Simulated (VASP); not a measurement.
Runs of VASP 6.6.1 on BN. The structure is that of space group P6_3/mmc (No. 194), or close to it. The cells are those of the table. 

```tsv
level	cell	smearing	gap on the mesh (eV)	pressure (GPa)
r2SCAN	a = 2.501, b = 2.612, c = 6.524 Å, angles 90.0, 90.0, 118.6°, 4 atoms	gaussian 0.01 eV	4.47	-17.8
r2SCAN	a = 2.601, b = 2.526, c = 6.524 Å, angles 90.0, 90.0, 121.0°, 4 atoms	gaussian 0.01 eV	4.62	-12.6
r2SCAN	a = 2.395, b = 2.395, c = 6.248 Å, angles 90.0, 90.0, 120.0°, 4 atoms	gaussian 0.01 eV	(c)	42.8
r2SCAN	a = 2.364, b = 2.364, c = 6.523 Å, angles 90.0, 90.0, 120.0°, 4 atoms	gaussian 0.01 eV	(d)	55.0
PBE	a = 2.364, b = 2.364, c = 6.523 Å, angles 90.0, 90.0, 120.0°, 4 atoms	fermi-dirac 0.02 eV	4.51	58.4
PBE	a = 2.501, b = 2.612, c = 6.524 Å, angles 90.0, 90.0, 118.6°, 4 atoms	fermi-dirac 0.02 eV	3.90	-14.0
PBE	a = 2.395, b = 2.395, c = 6.248 Å, angles 90.0, 90.0, 120.0°, 4 atoms	fermi-dirac 0.02 eV	(a)	(b)
PBE	a = 2.501, b = 2.501, c = 6.524 Å, angles 90.0, 90.0, 120.0°, 4 atoms	fermi-dirac 0.02 eV	4.25	4.7
```

Alike in all rows: task single point; potentials or basis VASP PAW PBE potentials, release 64 (B, N); no spin polarisation; k mesh 12 × 12 × 4; cutoff (eV) 520.

Q: Estimate the missing entries.

A: (a) 4.36; (b) 46.4; (c) 4.98; (d) 5.12.

Caveats: the PAW data sets were made with another functional, which shifts forces and pressure a little (some runs); this functional lacks dispersion, which binds the layers, so the pressure and a relaxed spacing across them are unreliable (some runs).

A k mesh can miss the band edges.
